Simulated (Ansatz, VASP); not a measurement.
# WSe2 in VASP and in Ansatz

The input INCAR:

```
SYSTEM = WSe2
ALGO = Normal
EDIFF = 1E-6
ENCUT = 520
GGA = PE
ISIF = 2
ISMEAR = 0
LASPH = .True.
LCHARG = .True.
LELF = .True.
LREAL = .False.
LVHAR = .True.
LWAVE = .False.
NBANDS = 35
NELM = 80
PREC = Accurate
SIGMA = 0.05
```

File KPOINTS:

```
k-points
0
Gamma
  9 9 2
  0 0 0
```

File POSCAR:

```
WSe2
1.0
   -3.3206937274      0.0000000000      0.0000000000
   -1.6603468637     -2.8758051261      0.0000000000
   -3.3208597621     -1.9172992776     15.2573262715
W Se
2 4
Direct
    0.1666583333      0.1666583333      0.2500000000
    0.1666416667      0.1666416667      0.7500000000
   -0.0933679497     -0.0933679497      0.6400199235
    0.5733153837      0.5733153837      0.1400199235
   -0.2400153837     -0.2400153837      0.8599800765
    0.4266679497      0.4266679497      0.3599800765
```

Input for Ansatz:

```yaml
crystal:
  lattice:
    - [-3.3206937274, 0.0, 0.0]
    - [-1.6603468637, -2.8758051261, 0.0]
    - [-3.3208597621, -1.9172992776, 15.2573262715]
  atoms:
    - { symbol: W, position: [0.1666583333, 0.1666583333, 0.25] }
    - { symbol: W, position: [0.1666416667, 0.1666416667, 0.75] }
    - { symbol: Se, position: [-0.0933679497, -0.0933679497, 0.6400199235] }
    - { symbol: Se, position: [0.5733153837, 0.5733153837, 0.1400199235] }
    - { symbol: Se, position: [-0.2400153837, -0.2400153837, 0.8599800765] }
    - { symbol: Se, position: [0.4266679497, 0.4266679497, 0.3599800765] }
basis:
  ecutwfc: 420
kpoints:
  mp_grid: { grid: [9, 9, 2] }
hamiltonian:
  xc: pbe
scf:
  occupations: { method: gaussian, width: 0.05 }
output:
  forces: true
  stress: true
  eigenvalues: true
```

Alike in both runs: task single point; functional PBE; k mesh 9 × 9 × 2; occupations gaussian, width 0.05 eV; no spin polarisation.

|  | VASP | Ansatz |
| --- | --- | --- |
| version | VASP 6.6.1 | Ansatz 0.2.0 |
| potentials or method | VASP PAW PBE potentials, release 64 (W_sv, Se), cutoff 520 eV | scalar-relativistic, plane waves, PAW |
| valence electrons in the cell | 52 | 92 |

```tsv
	VASP	Ansatz	Ansatz less VASP
gap on the k mesh at the Fermi level (eV)	1.54	1.54	+0.003
least direct gap on the mesh (eV)	1.54	1.54	+0.003
pressure (GPa)	0.3	0.1	-0.24
traceless stress, the component that is largest in VASP (GPa)	0.14	0.08	-0.064
rms of the force components (eV/Å)	0.020	0.004	-0.0168
```

Atom by atom the forces differ by 0.021 eV/Å (rms over components). VASP's potentials hold 52 valence electrons a cell and Ansatz's 92, so a difference there can come from the potentials and not from the codes.

Spin-orbit coupling is off throughout.
